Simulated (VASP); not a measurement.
# TaBiO (P4/nmm) in VASP: relaxation of cell and atoms with PBE

Aim: the relaxation of cell and atoms of TaBiO with PBE.

Program: VASP 6.6.1. These are calculated values, not measurements. Logs are shortened: lines on timing, memory, paths and dates and some standing lists are left out, and cuts for length are marked.

**1. The cell of the first run**

The structure is tetragonal, space group P4/nmm (No. 129). The conventional cell has a = 3.462 Å, b = 3.462 Å, c = 10.072 Å, α = 90.00°, β = 90.00°, γ = 90.00°. Within 2.8 Å of Ta (site symmetry 4mm) lie 4 O at 2.12 Å. Bi (site symmetry 4mm) has 4 Ta at 3.16 Å and 4 Bi at 3.46 Å and 4 O at 3.66 Å within 4.2 Å. O (site symmetry -4m2) has 4 Ta at 2.12 Å and 4 O at 2.45 Å within 2.8 Å.

**2. Relaxation of cell and atoms, PBE, collinear spin**

File INCAR:

```
PREC     = Accurate       # precision mode
ENCUT    = 600            # plane-wave cutoff, eV
EDIFF    = 1E-7           # SCF threshold, eV
ISMEAR   = 0              # smearing method
SIGMA    = 0.1            # smearing width, eV
LREAL    = F              # projectors in reciprocal space
LASPH    = T              # aspherical terms in the spheres
NELM     = 150            # most SCF steps
ALGO     = Normal         # electronic algorithm
ISIF     = 3              # what is computed and relaxed
LWAVE    = F              # write WAVECAR
LCHARG   = F              # write CHGCAR
ISPIN    = 2              # spin polarisation
MAGMOM   = 1 1 0 0 0 0    # initial moments
LORBIT   = 11             # projections on sites
LMAXMIX  = 4              # l up to which the mixer works
GGA      = PE             # functional
IBRION   = 2              # ionic algorithm
NSW      = 90             # ionic steps
EDIFFG   = -0.04          # ionic threshold
```

File KPOINTS:

```
Automatic mesh
0
Gamma
  6 6 2
```

File POSCAR:

```
TaBiO
1.0
    3.4619845918      0.0000000000      0.0000000000
    0.0000000000      3.4619845918      0.0000000000
    0.0000000000      0.0000000000     10.0723276951
Ta Bi O
2 2 2
Direct
    0.0000000000      0.5000000000      0.8787751890
    0.5000000000      0.0000000000      0.1212248110
    0.5000000000      0.0000000000      0.6801249079
    0.0000000000      0.5000000000      0.3198750921
    0.5000000000      0.5000000000      0.0000000000
    0.0000000000      0.0000000000      0.0000000000
```

Potentials or basis: VASP PAW PBE potentials, release 64 (Ta_pv, Bi_d, O).

Command:

```bash
cat potpaw_PBE.64/Ta_pv/POTCAR potpaw_PBE.64/Bi_d/POTCAR potpaw_PBE.64/O/POTCAR > POTCAR
mpirun -np 1 vasp_std > vasp.out
```

OUTCAR:

```text
PREC = Accurate
   ENCUT = 600
   EDIFF = 1E-7
   ISMEAR = 0
   LREAL = F
   LASPH = T
   NELM = 150
   ISIF = 3
   ISPIN = 2
   LORBIT = 11
   GGA = PE
   IBRION = 2
   NSW = 90
   EDIFFG = -0.04

 ion  position               nearest neighbor table
   1  0.000  0.500  0.879-   5 2.12   6 2.12   6 2.12   5 2.12   3 3.16   3 3.16   3 3.16   3 3.16
                             2 3.46   2 3.46   2 3.46   2 3.46
   2  0.500  0.000  0.121-   5 2.12   6 2.12   5 2.12   6 2.12   4 3.16   4 3.16   4 3.16   4 3.16
                             1 3.46   1 3.46   1 3.46   1 3.46
   3  0.500  0.000  0.680-   1 3.16   1 3.16   1 3.16   1 3.16
   4  0.000  0.500  0.320-   2 3.16   2 3.16   2 3.16   2 3.16
   5  0.500  0.500  0.000-   1 2.12   2 2.12   2 2.12   1 2.12
   6  0.000  0.000  0.000-   1 2.12   2 2.12   1 2.12   2 2.12

  LATTYP: Found a simple tetragonal cell.
 ALAT       =     3.4619845918
 C/A-ratio  =     2.9094085857

  Lattice vectors:

 A1 = (   3.4619845918,   0.0000000000,   0.0000000000)
 A2 = (   0.0000000000,   3.4619845918,   0.0000000000)
 A3 = (   0.0000000000,   0.0000000000,  10.0723276951)

Analysis of symmetry for initial positions (statically):
=====================================================================
 Subroutine PRICEL returns:
 Original cell was already a primitive cell.

 Routine SETGRP: Setting up the symmetry group for a
 simple tetragonal supercell.

 Subroutine GETGRP returns: Found 16 space group operations
 (whereof  8 operations were pure point group operations)
 out of a pool of 16 trial point group operations.

The static configuration has the point symmetry D_2d.
 The point group associated with its full space group is D_4h.

Analysis of symmetry for dynamics (positions and initial velocities):
=====================================================================
 Subroutine PRICEL returns:
 Original cell was already a primitive cell.

 Routine SETGRP: Setting up the symmetry group for a
 simple tetragonal supercell.

 Subroutine GETGRP returns: Found 16 space group operations
 (whereof  8 operations were pure point group operations)
 out of a pool of 16 trial point group operations.

The dynamic configuration has the point symmetry D_2d.
 The point group associated with its full space group is D_4h.

Analysis of structural, dynamic, and magnetic symmetry:
=====================================================================
 Subroutine PRICEL returns:
 Original cell was already a primitive cell.

 Routine SETGRP: Setting up the symmetry group for a
 simple tetragonal supercell.

 Subroutine GETGRP returns: Found 16 space group operations
 (whereof  8 operations were pure point group operations)
 out of a pool of 16 trial point group operations.

The overall configuration has the point symmetry D_2d.
 The point group associated with its full space group is D_4h.

 Subroutine INISYM returns: Found 16 space group operations
 (whereof  8 operations are pure point group operations),
 and found     1 'primitive' translations

----------------------------------------------------------------------------------------

                                     Primitive cell

  volume of cell :     120.7202

  direct lattice vectors                    reciprocal lattice vectors
     3.461984592  0.000000000  0.000000000     0.288851661  0.000000000  0.000000000
     0.000000000  3.461984592  0.000000000     0.000000000  0.288851661  0.000000000
     0.000000000  0.000000000 10.072327695     0.000000000  0.000000000  0.099281917

  length of vectors
     3.461984592  3.461984592 10.072327695     0.288851661  0.288851661  0.099281917

  position of ions in fractional coordinates (direct lattice)
     0.000000000  0.500000000  0.878775189
     0.500000000  0.000000000  0.121224811
     0.500000000  0.000000000  0.680124908
     0.000000000  0.500000000  0.319875092
     0.500000000  0.500000000  0.000000000
     0.000000000  0.000000000  0.000000000

  ion indices of the primitive-cell ions
   primitive index   ion index
                 1           1
                 2           2
                 3           3
                 4           4
                 5           5
                 6           6

----------------------------------------------------------------------------------------

 KPOINTS: Automatic mesh

Automatic generation of k-mesh.
 Grid dimensions read from file:
 generate k-points for:    6    6    2

 Generating k-lattice:

  Cartesian coordinates                     Fractional coordinates (reciprocal lattice)
     0.048141944  0.000000000  0.000000000     0.166666667  0.000000000  0.000000000
     0.000000000  0.048141944  0.000000000     0.000000000  0.166666667  0.000000000
     0.000000000  0.000000000  0.049640958     0.000000000  0.000000000  0.500000000

  Length of vectors
     0.048141944  0.048141944  0.049640958

  Shift w.r.t. Gamma in fractional coordinates (k-lattice)
     0.000000000  0.000000000  0.000000000

 Subroutine IBZKPT returns following result:
 ===========================================

 Found     20 irreducible k-points:

 Following reciprocal coordinates:
            Coordinates               Weight
  0.000000  0.000000  0.000000      1.000000
  0.166667  0.000000  0.000000      4.000000
  0.333333  0.000000  0.000000      4.000000
  0.500000  0.000000  0.000000      2.000000
  0.166667  0.166667  0.000000      4.000000
  0.333333  0.166667  0.000000      8.000000
[... 12 lines left out ...]
  0.500000  0.333333  0.500000      4.000000
  0.500000  0.500000  0.500000      1.000000
   k-points           NKPTS =     20   k-points in BZ     NKDIM =     20   number of bands    NBANDS=     39
   number of dos      NEDOS =    301   number of ions     NIONS =      6
   total plane-waves  NPLWV =  62720
   dimension x,y,z NGX =    28 NGY =   28 NGZ =   80
   dimension x,y,z NGXF=    56 NGYF=   56 NGZF=  160
   ions per type =               2   2   2
   NGX,Y,Z   is equivalent  to a cutoff of  13.45, 13.45, 13.20 a.u.
   NGXF,Y,Z  is equivalent  to a cutoff of  26.89, 26.89, 26.41 a.u.
 SYSTEM =  unknown system
   PREC   = accura    normal or accurate (medium, high low for compatibility)
   ISTART =      0    job   : 0-new  1-cont  2-samecut
   ICHARG =      2    charge: 1-file 2-atom 10-const
   ISPIN  =      2    spin polarized calculation?
   LNONCOLLINEAR =      F non collinear calculations
   LSORBIT =      F    spin-orbit coupling
   LASPH  =      T    aspherical Exc in radial PAW
   ENCUT  =  600.0 eV  44.10 Ry    6.64 a.u.   6.91  6.91 20.12*2*pi/ulx,y,z
   NELM   =    150;   NELMIN=  2; NELMDL= -5     # of ELM steps
   EDIFF  = 0.1E-06   stopping-criterion for ELM
   LREAL  =      F    real-space projection
   EDIFFG = -.4E-01   stopping-criterion for IOM
   NSW    =     90    number of steps for IOM
   IBRION =      2    ionic relax: 0-MD 1-quasi-New 2-CG
   NFREE  =      1    steps in history (QN), initial steepest desc. (CG)
   ISIF   =      3    stress and relaxation
   ISYM   =      2    0-nonsym 1-usesym 2-fastsym
   POTIM  = 0.5000    time-step for ionic-motion
   TEBEG  =    0.0;   TEEND  =   0.0 temperature during run
   PSTRESS=    0.0 pullay stress
   NELECT =      64.0000    total number of electrons
   NUPDOWN=      -1.0000    fix difference up-down
   EMIN   =  10.00;   EMAX   =-10.00  energy-range for DOS
   EFERMI =   0.00;   METHOD = LEGACY
   ISMEAR =     0;   SIGMA  =   0.10  broadening in eV -4-tet -1-fermi 0-gaus
   EFERMI_NEDOS =   21; number of points for ismear=-14 and -15
   IALGO  =     38    algorithm
   IMIX   =      4    mixing-type and parameters
     AMIX     =   0.40;   BMIX     =  1.00
     AMIX_MAG =   1.60;   BMIX_MAG =  1.00
  volume/ion in A,a.u.               =      20.12       135.78
  Fermi-wavevector in a.u.,A,eV,Ry     =   1.324976  2.503842 23.885875  1.755562
  Thomas-Fermi vector in A             =   2.454471
   LORBIT       =     11    0 simple, 1 ext, 2 COOP (PROOUT), +10 PAW based schemes
   GGA     = PE    functional components
   LHFCALC =     F    Hartree Fock is set to
   AEXX    =    0.0000 exact exchange contribution
   IVDW    =     0    specifies the selected vdW correction
   LEPSILON=     F    determine dielectric tensor
   LRPA    =     F    only Hartree local field effects (RPA)
 conjugate gradient relaxation of ions
 spin polarized calculation
 Gauss-broadening in eV      SIGMA  =   0.10
  energy-cutoff  :      600.00
  volume of cell :      120.72
 maximum number of plane-waves:      4056
 NGX is ok and might be reduce to    28
   NGX = 13   NGY = 13   NGZ = 41

--------------------------------------- Ionic step        1  -------------------------------------------

 number of electron      63.9999997 magnetization       1.2765328

 Free energy of the ion-electron system (eV)
  ---------------------------------------------------
  ext. energy  EPLUGINS =         0.00000000
  ---------------------------------------------------
  free energy    TOTEN  =       -47.02563030 eV

  energy without entropy =      -47.01184382  energy(sigma->0) =      -47.01873706

------------------------ aborting loop because EDIFF is reached ----------------------------------------

  FORCE on cell =-STRESS in cart. coord.  units (eV):
  Direction    XX          YY          ZZ          XY          YZ          ZX
  --------------------------------------------------------------------------------------
  -------------------------------------------------------------------------------------
  Total        1.9562209      1.9562209     -1.6110053      0.0000000      0.0000000      0.0000000
  in kB       25.9626110     25.9626110    -21.3809718      0.0000000      0.0000000      0.0000000
  external PRESSURE =      10.1814167 kB  Pullay stress =       0.0000000 kB
[... 225 lines left out ...]
  energy  without entropy=      -47.0740292774  energy(sigma->0) =      -47.08327514

--------------------------------------- Ionic step        7  -------------------------------------------

 number of electron      64.0000007 magnetization       1.2704127

 Free energy of the ion-electron system (eV)
  ---------------------------------------------------
  ext. energy  EPLUGINS =         0.00000000
  ---------------------------------------------------
  free energy    TOTEN  =       -47.09261688 eV

  energy without entropy =      -47.07413118  energy(sigma->0) =      -47.08337403

 E-fermi :   6.5552     XC(G=0): -10.6696

 val. band max:        6.5463938762   @ k =   0.1667   0.1667   0.5000
 cond. band min:       6.5868679193   @ k =   0.5000   0.5000   0.0000
 fundamental gap:      0.0404740431
 Fermi energy:         6.5552260509

 spin component 1

 k-point     1 :       0.0000    0.0000    0.0000
  band No.  band energies     occupation
      1     -29.8561      1.00000
      2     -29.6729      1.00000
      3     -29.6729      1.00000
      4     -29.6434      1.00000
      5     -29.6086      1.00000
      6     -29.6085      1.00000
[... 829 lines left out ...]
     38       8.8769      0.00000
     39       9.0372      0.00000
 Fermi energy:         6.5552260509

 spin component 2

 k-point     1 :       0.0000    0.0000    0.0000
  band No.  band energies     occupation
      1     -29.4848      1.00000
      2     -29.3709      1.00000
      3     -29.3709      1.00000
      4     -29.3062      1.00000
      5     -29.3062      1.00000
      6     -29.2669      1.00000
[... 862 lines left out ...]
  FREE ENERGIE OF THE ION-ELECTRON SYSTEM (eV)
  ---------------------------------------------------
  free  energy   TOTEN  =       -47.0926168794 eV

  energy  without entropy=      -47.0741311816  energy(sigma->0) =      -47.08337403

 reached required accuracy - stopping structural energy minimisation

 total charge

# of ion       s       p       d       tot
------------------------------------------
    1        0.283   6.168   2.186   8.637
    2        0.283   6.168   2.186   8.637
    3        1.517   1.435   9.920  12.872
    4        1.517   1.435   9.920  12.872
    5        1.559   3.526   0.000   5.085
    6        1.559   3.526   0.000   5.085
--------------------------------------------------
tot          6.718  22.256  24.212  53.187

 magnetization (x)

# of ion       s       p       d       tot
------------------------------------------
    1        0.011   0.007   0.480   0.498
    2        0.011   0.007   0.480   0.498
    3       -0.000  -0.030   0.007  -0.023
    4       -0.000  -0.030   0.007  -0.023
    5       -0.000  -0.003   0.000  -0.003
    6       -0.000  -0.003   0.000  -0.003
--------------------------------------------------
tot          0.022  -0.053   0.973   0.942
```

Run time: 26 min. Hardware: 1 thread of Intel Xeon Platinum 8375C at 2.90GHz (Ice Lake), shared host; peak memory 0.4 GiB.

Results:

| Property | Result |
| --- | --- |
| Free energy | -47.0926 eV |
| Relaxed volume | 20.24 Å³/atom |
| Relaxed cell | a = 3.514 Å, b = 3.514 Å, c = 9.835 Å, α = 90.00°, β = 90.00°, γ = 90.00° |
| Space group after relaxing (to 0.1 Å) | P4/nmm (No. 129) |
| Energy gained by relaxing | 11.2 meV/atom |
| Ionic steps | 7 |
| Pressure after relaxing | -0.1 GPa |
| Largest force after relaxing | 0.028 eV/Å |
| Net moment | 1.27 μB per cell |
| Site moments | Ta +0.50; Bi -0.02; O -0.00 μB |
| Valence electrons inside the program's atomic spheres | Ta 8.64; Bi 12.87; O 5.08 |

Forces on the atoms (eV/Å):
```
Ta   0.000  0.000  0.028
Ta   0.000  0.000 -0.028
Bi   0.000  0.000 -0.006
Bi   0.000  0.000  0.006
O    0.000  0.000  0.000
O    0.000  0.000  0.000
```

The path:
```
step  energy change (eV)  largest force (eV/Å)  pressure (GPa)  volume (Å³)
   1              0.0000                0.5704            1.02       120.72
   2             -0.0501                0.3891           -1.97       122.93
   3             -0.0527                0.2211           -1.43       122.51
   4             -0.0605                0.1697            1.25       120.15
   5             -0.0661                0.0726            0.18       121.08
   6             -0.0669                0.0404            0.01       121.32
   7             -0.0670                0.0279           -0.07       121.44
```

Final structure:
```cif
data_structure
_symmetry_space_group_name_H-M 'P 1'
_symmetry_Int_Tables_number 1
_cell_length_a 3.5139
_cell_length_b 3.5139
_cell_length_c 9.8352
_cell_angle_alpha 90.000
_cell_angle_beta 90.000
_cell_angle_gamma 90.000
_cell_volume 121.44
loop_
_atom_site_label
_atom_site_type_symbol
_atom_site_fract_x
_atom_site_fract_y
_atom_site_fract_z
_atom_site_occupancy
Ta1 Ta 0.00000 0.50000 0.87712 1
Ta2 Ta 0.50000 0.00000 0.12288 1
Bi1 Bi 0.50000 0.00000 0.68280 1
Bi2 Bi 0.00000 0.50000 0.31720 1
O1 O 0.50000 0.50000 0.00000 1
O2 O 0.00000 0.00000 0.00000 1
```

Levels at points of the mesh, in eV from the Fermi level:
Spin up:
| k point | band 30 | band 31 | band 32 | band 33 | band 34 | band 35 |
| --- | --- | --- | --- | --- | --- | --- |
| (0.00, 0.00, 0.00) | -0.11 | -0.05 | 0.07 | 0.72 | 0.72 | 0.84 |
| (0.50, 0.00, 0.00) | -2.02 | -0.37 | -0.37 | 0.38 | 0.38 | 1.73 |
| (0.50, 0.50, 0.00) | -3.50 | -1.68 | -1.68 | 0.03 | 0.03 | 1.79 |
| (0.00, 0.00, 0.50) | -0.10 | -0.05 | 0.07 | 0.73 | 0.73 | 0.85 |
| (0.50, 0.00, 0.50) | -1.89 | -0.37 | -0.37 | 0.38 | 0.38 | 1.75 |
| (0.50, 0.50, 0.50) | -3.47 | -1.62 | -1.62 | -0.01 | -0.01 | 1.81 |
Spin down:
```
           k point  band 30  band 31  band 32  band 33  band 34  band 35
(0.00, 0.00, 0.00)     0.17     0.53     0.62     0.87     0.87     1.02
(0.50, 0.00, 0.00)    -1.92     0.07     0.07     0.95     0.95     2.00
(0.50, 0.50, 0.00)    -3.40    -1.43    -1.43     0.72     0.72     1.95
(0.00, 0.00, 0.50)     0.51     0.54     0.62     0.88     0.88     1.02
(0.50, 0.00, 0.50)    -1.79     0.08     0.08     0.98     0.98     1.99
(0.50, 0.50, 0.50)    -3.39    -1.38    -1.38     0.68     0.68     1.96
```

Caveat: a moment this small can come from the mesh or the smearing; spin-orbit coupling is left out, which moves the levels of the heavy elements.
